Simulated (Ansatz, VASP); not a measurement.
## Two plane-wave programs on Co

The input INCAR:

```
PREC = Accurate ; ENCUT = 600
EDIFF = 1E-7 ; ISMEAR = 0
SIGMA = 0.1 ; LREAL = False
LASPH = True ; NELM = 150
ALGO = Normal ; ISIF = 3
LWAVE = False ; LCHARG = False
ISPIN = 2 ; MAGMOM = 1.77 1.77
LORBIT = 11 ; LMAXMIX = 4
GGA = PS ; IBRION = 2
NSW = 80 ; EDIFFG = -0.01
```

KPOINTS

```
regular mesh
0
Gamma
  18 18 10
```

The input POSCAR:

```
Co
1.0
    2.4532201754      0.0000000000      0.0000000000
   -1.2266100877      2.1245509930      0.0000000000
    0.0000000000      0.0000000000      3.9700623093
Co
2
Direct
    0.3333333333      0.6666666667      0.2500000000
    0.6666666667      0.3333333333      0.7500000000
```

Input for Ansatz:

```yaml
crystal:
  lattice:
    - [2.4532201754, 0.0, 0.0]
    - [-1.2266100877, 2.124550993, 0.0]
    - [0.0, 0.0, 3.9700623093]
  atoms:
    - { symbol: Co, position: [0.3333333333, 0.6666666667, 0.25], spin: 1.77 }
    - { symbol: Co, position: [0.6666666667, 0.3333333333, 0.75], spin: 1.77 }
basis:
  ecutwfc: 420
kpoints:
  mp_grid: { grid: [18, 18, 10] }
hamiltonian:
  xc: pbesol
scf:
  occupations: { method: gaussian, width: 0.1 }
output:
  forces: true
  stress: true
  eigenvalues: true
  populations: true
magnetization:
  spin_polarized: true
relax:
  adjacent_minimum: "off"
  f_tol: 0.01
  max_steps: 60
  cell: { stress_tol: 0.1 }
```

Alike in both runs: task relaxation of cell and atoms; functional PBEsol; k mesh 18 × 18 × 10; occupations gaussian, width 0.1 eV; collinear spin.

|  | VASP | Ansatz |
| --- | --- | --- |
| version | VASP 6.6.1 | Ansatz 0.2.0 |
| potentials or method | VASP PAW PBE potentials, release 64 (Co), cutoff 600 eV | scalar-relativistic, plane waves, PAW |
| valence electrons in the cell | 18 | 34 |

Ansatz gave:

| Item | Value |
| --- | --- |
| gap on the k mesh at the Fermi level, each at its own relaxed structure (eV) | none |
| net moment per atom (μB) | 1.57 |
| size of the moment on the site where the two differ most (μB) | 1.64 |
| relaxed volume (Å³/atom) | 10.37 |
| relaxed length of the cell vector where the two differ most in proportion (Å) | 3.970 |

Q: What did VASP give for the same quantities?

A: gap on the k mesh at the Fermi level, each at its own relaxed structure (eV): none; net moment per atom (μB): 1.57; size of the moment on the site where the two differ most (μB): 1.57; relaxed volume (Å³/atom): 10.33; relaxed length of the cell vector where the two differ most in proportion (Å): 3.962.

VASP's potentials were made for PBE, not for PBEsol. Site moments also hang on the region over which each program counts them. A gap of «none» marks a metal or a gap that the smearing closes. VASP's potentials hold 18 valence electrons a cell and Ansatz's 34, so a difference there can come from the potentials and not from the codes.
